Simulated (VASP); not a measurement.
# Ir (Fm-3m) in VASP: single point with r2SCAN

Aim: the single point of Ir with r2SCAN.

All numbers are computed with VASP 6.6.1; they aren't measurements. Logs are shortened: lines on timing, memory, paths and dates and some standing lists are left out, and cuts for length are marked.

## Step 1: The cell of the first run

It takes space group Fm-3m (No. 225, cubic). The conventional cell has a = 3.844 Å, b = 3.844 Å, c = 3.844 Å, α = 90.00°, β = 90.00°, γ = 90.00°. Within 3.6 Å of Ir (site symmetry m-3m) lie 12 Ir at 2.72 Å.

## Step 2: Single point, r2SCAN

The input, POSCAR:

```
Ir
1.0
    0.0000000000      1.9220874311      1.9220874311
    1.9220874311      0.0000000000      1.9220874311
    1.9220874311      1.9220874311      0.0000000000
Ir
1
Direct
    0.0000000000      0.0000000000      0.0000000000
```

The input, INCAR.step1:

```
SYSTEM = Ir
ALGO = Normal ; EDIFF = 1E-5
ENCUT = 620 ; GGA = PE
GGA_COMPAT = .False. ; ISMEAR = -1
LASPH = .True. ; LCHARG = .False.
LREAL = .False. ; LWAVE = .True.
NBANDS = 14 ; NELM = 120
PREC = Accurate ; SIGMA = 0.05
```

The input, INCAR.step2:

```
SYSTEM = Ir
ALGO = Normal ; EDIFF = 1E-6
ENCUT = 620 ; GGA_COMPAT = .False.
ISIF = 2 ; ISMEAR = -1
ISTART = 1 ; LASPH = .True.
LCHARG = .False. ; LMIXTAU = .True.
LREAL = .False. ; LWAVE = .False.
METAGGA = R2SCAN ; NBANDS = 14
NELM = 120 ; PREC = Accurate
SIGMA = 0.05
```

The input, KPOINTS:

```
k-points
0
Gamma
  23 23 23
  0 0 0
```

Potentials or basis: VASP PAW PBE potentials, release 64 (Ir_sv_GW).

Started as:

```console
$ cat potpaw_PBE.64/Ir_sv_GW/POTCAR > POTCAR
$ cp INCAR.step1 INCAR
$ mpirun -np 1 vasp_std > vasp.out
$ cp INCAR.step2 INCAR
$ mpirun -np 1 vasp_std > vasp.out
```

OUTCAR:

```text
SYSTEM = Ir
   EDIFF = 1E-6
   ENCUT = 620
   ISIF = 2
   ISMEAR = -1
   ISTART = 1
   LASPH = .True.
   LREAL = .False.
   METAGGA = R2SCAN
   NELM = 120
   PREC = Accurate

 ion  position               nearest neighbor table
   1  0.000  0.000  0.000-

  LATTYP: Found a face centered cubic cell.
 ALAT       =     3.8441748622

  Lattice vectors:

 A1 = (   0.0000000000,   1.9220874311,   1.9220874311)
 A2 = (   1.9220874311,   0.0000000000,   1.9220874311)
 A3 = (   1.9220874311,   1.9220874311,   0.0000000000)

Analysis of symmetry for initial positions (statically):
=====================================================================
 Subroutine PRICEL returns:
 Original cell was already a primitive cell.

 Routine SETGRP: Setting up the symmetry group for a
 face centered cubic supercell.

 Subroutine GETGRP returns: Found 48 space group operations
 (whereof 48 operations were pure point group operations)
 out of a pool of 48 trial point group operations.

The static configuration has the point symmetry O_h .

Analysis of symmetry for dynamics (positions and initial velocities):
=====================================================================
 Subroutine PRICEL returns:
 Original cell was already a primitive cell.

 Routine SETGRP: Setting up the symmetry group for a
 face centered cubic supercell.

 Subroutine GETGRP returns: Found 48 space group operations
 (whereof 48 operations were pure point group operations)
 out of a pool of 48 trial point group operations.

The dynamic configuration has the point symmetry O_h .

 Subroutine INISYM returns: Found 48 space group operations
 (whereof 48 operations are pure point group operations),
 and found     1 'primitive' translations

----------------------------------------------------------------------------------------

                                     Primitive cell

  volume of cell :      14.2020

  direct lattice vectors                    reciprocal lattice vectors
     0.000000000  1.922087431  1.922087431    -0.260133848  0.260133848  0.260133848
     1.922087431  0.000000000  1.922087431     0.260133848 -0.260133848  0.260133848
     1.922087431  1.922087431  0.000000000     0.260133848  0.260133848 -0.260133848

  length of vectors
     2.718242113  2.718242113  2.718242113     0.450565042  0.450565042  0.450565042

  position of ions in fractional coordinates (direct lattice)
     0.000000000  0.000000000  0.000000000

  ion indices of the primitive-cell ions
   primitive index   ion index
[... 81 lines left out ...]
   POTIM  = 0.5000    time-step for ionic-motion
   TEBEG  =    0.0;   TEEND  =   0.0 temperature during run
   PSTRESS=    0.0 pullay stress
   NELECT =      17.0000    total number of electrons
   NUPDOWN=      -1.0000    fix difference up-down
   EMIN   =  10.00;   EMAX   =-10.00  energy-range for DOS
   EFERMI =   0.00;   METHOD = LEGACY
   ISMEAR =    -1;   SIGMA  =   0.05  broadening in eV -4-tet -1-fermi 0-gaus
   EFERMI_NEDOS =   21; number of points for ismear=-14 and -15
   IALGO  =     38    algorithm
   IMIX   =      4    mixing-type and parameters
     AMIX     =   0.40;   BMIX     =  1.00
     AMIX_MAG =   1.60;   BMIX_MAG =  1.00
  volume/ion in A,a.u.               =      14.20        95.84
  Fermi-wavevector in a.u.,A,eV,Ry     =   1.738233  3.284784 41.109379  3.021454
  Thomas-Fermi vector in A             =   2.811305
   LORBIT       =      0    0 simple, 1 ext, 2 COOP (PROOUT), +10 PAW based schemes
   METAGGA = R2SCAN    functional components
   LHFCALC =     F    Hartree Fock is set to
   AEXX    =    0.0000 exact exchange contribution
   IVDW    =     0    specifies the selected vdW correction
   LEPSILON=     F    determine dielectric tensor
   LRPA    =     F    only Hartree local field effects (RPA)
 non-spin polarized calculation
  energy-cutoff  :      620.00
  volume of cell :       14.20
 maximum number of plane-waves:       531
 NGX is ok and might be reduce to    24
   NGX = 11   NGY = 11   NGZ = 11

 number of electron      17.0000000 magnetization

 Free energy of the ion-electron system (eV)
  ---------------------------------------------------
  ext. energy  EPLUGINS =         0.00000000
  ---------------------------------------------------
  free energy    TOTEN  =       -52.91443974 eV

  energy without entropy =      -52.90882041  energy(sigma->0) =      -52.91163007

 E-fermi :  12.5555     XC(G=0): -15.8707

 val. band max:       12.5452711600   @ k =   0.3043   0.2174   0.0000
 cond. band min:      12.5709503668   @ k =   0.3043   0.2609   0.0000
 fundamental gap:      0.0256792067
 Fermi energy:        12.5555179935

 k-point     1 :       0.0000    0.0000    0.0000
  band No.  band energies     occupation
      1     -82.4643      2.00000
      2     -38.2604      2.00000
      3     -38.2604      2.00000
      4     -38.2604      2.00000
      5       1.1281      2.00000
      6       8.6124      2.00000
      7       8.6124      2.00000
      8       8.6124      2.00000
      9      11.3030      2.00000
     10      11.3030      2.00000
     11      26.8646      0.00000
     12      32.6414      0.00000
     13      32.6414      0.00000
     14      32.6414      0.00000
[... 377 lines left out ...]
      1     -82.3897      2.00000
      2     -39.0882      2.00000
      3     -38.3884      2.00000
      4     -38.3794      2.00000
      5       4.3034      2.00000
      6       8.3922      2.00000
      7       8.5198      2.00000
      8      11.4920      2.00000
      9      13.4832      0.00000
     10      13.9918      0.00000
     11      20.2206      0.00000
     12      26.7776      0.00000
     13      32.4059      0.00000
     14      32.6001      0.00000

 [... further k-points ...]

------------------------ aborting loop because EDIFF is reached ----------------------------------------

  FORCE on cell =-STRESS in cart. coord.  units (eV):
  Direction    XX          YY          ZZ          XY          YZ          ZX
  --------------------------------------------------------------------------------------
  -------------------------------------------------------------------------------------
  Total       -0.0838111     -0.0838111     -0.0838111      0.0000000      0.0000000      0.0000000
  in kB       -9.4550277     -9.4550277     -9.4550277      0.0000000      0.0000000      0.0000000
  external PRESSURE =      -9.4550277 kB  Pullay stress =       0.0000000 kB

 VOLUME and BASIS-vectors are now :
 -----------------------------------------------------------------------------
  energy-cutoff  :      620.00
  volume of cell :       14.20
      direct lattice vectors                 reciprocal lattice vectors
     0.000000000  1.922087431  1.922087431    -0.260133848  0.260133848  0.260133848
     1.922087431  0.000000000  1.922087431     0.260133848 -0.260133848  0.260133848
     1.922087431  1.922087431  0.000000000     0.260133848  0.260133848 -0.260133848

 POSITION                                       TOTAL-FORCE (eV/Angst)
 -----------------------------------------------------------------------------------
      0.00000      0.00000      0.00000         0.000000      0.000000      0.000000
 -----------------------------------------------------------------------------------
    total drift:                                0.000000     -0.000000      0.000000

  FREE ENERGIE OF THE ION-ELECTRON SYSTEM (eV)
  ---------------------------------------------------
  free  energy   TOTEN  =       -52.9144397381 eV

  energy  without entropy=      -52.9088204118  energy(sigma->0) =      -52.91163007
```

OUTCAR.step1:

```text
SYSTEM = Ir
   EDIFF = 1E-5
   ENCUT = 620
   GGA = PE
   ISMEAR = -1
   LASPH = .True.
   LREAL = .False.
[... 624 lines left out ...]
 -----------------------------------------------------------------------------------
      0.00000      0.00000      0.00000         0.000000      0.000000      0.000000
 -----------------------------------------------------------------------------------
    total drift:                                0.000000      0.000000     -0.000000

  FREE ENERGIE OF THE ION-ELECTRON SYSTEM (eV)
  ---------------------------------------------------
  free  energy   TOTEN  =        -9.4209982753 eV

  energy  without entropy=       -9.4146771150  energy(sigma->0) =       -9.41783770
```

OSZICAR.step1:

```text
N       E                     dE             d eps       ncg     rms          rms(c)
DAV:   1     0.132327571231E+03    0.13233E+03   -0.12574E+04 10350   0.144E+03
DAV:   2    -0.842510151228E+01   -0.14075E+03   -0.13482E+03 12766   0.431E+02
DAV:   3    -0.105141369601E+02   -0.20890E+01   -0.20822E+01 11272   0.502E+01
DAV:   4    -0.105176665924E+02   -0.35296E-02   -0.35295E-02 11932   0.253E+00
DAV:   5    -0.105176747671E+02   -0.81748E-05   -0.81732E-05 11338   0.116E-01    0.692E+01
DAV:   6    -0.951580464877E+01    0.10019E+01   -0.13535E+00 10660   0.126E+01    0.372E+01
DAV:   7    -0.943709829433E+01    0.78706E-01   -0.41568E-01 11710   0.653E+00    0.656E+00
DAV:   8    -0.942108196589E+01    0.16016E-01   -0.60713E-02 10318   0.308E+00    0.608E-01
DAV:   9    -0.942108965371E+01   -0.76878E-05   -0.75938E-04 11464   0.339E-01    0.276E-01
DAV:  10    -0.942099705801E+01    0.92596E-04   -0.13678E-04 11212   0.172E-01    0.209E-01
DAV:  11    -0.942099827533E+01   -0.12173E-05   -0.55207E-06  5528   0.310E-02
   1 F= -.94209983E+01 E0= -.94178377E+01  d E =-.632116E-02
```

Wall time 2.2 min (1 thread of Intel Xeon Platinum 8488C (Sapphire Rapids), shared host); peak memory 0.23 GiB.

Results:

```
Free energy            : -52.9144 eV
Pressure               : -0.9 GPa
Band gap on the k mesh : zero (an odd number of electrons rules out a gap without spin polarisation)
```

Levels at points of the mesh, in eV from the Fermi level:
| k point | band 5 | band 6 | band 7 | band 8 | band 9 | band 10 | band 11 | band 12 |
| --- | --- | --- | --- | --- | --- | --- | --- | --- |
| (0.00, 0.00, 0.00) | -11.43 | -3.94 | -3.94 | -3.94 | -1.25 | -1.25 | 14.31 | 20.09 |

Caveat: the PAW data sets were made with another functional, which shifts forces and pressure a little; spin-orbit coupling is left out, which moves the levels of the heavy elements.

The gap in the log of VASP goes by the Fermi energy; the results here count the filled bands.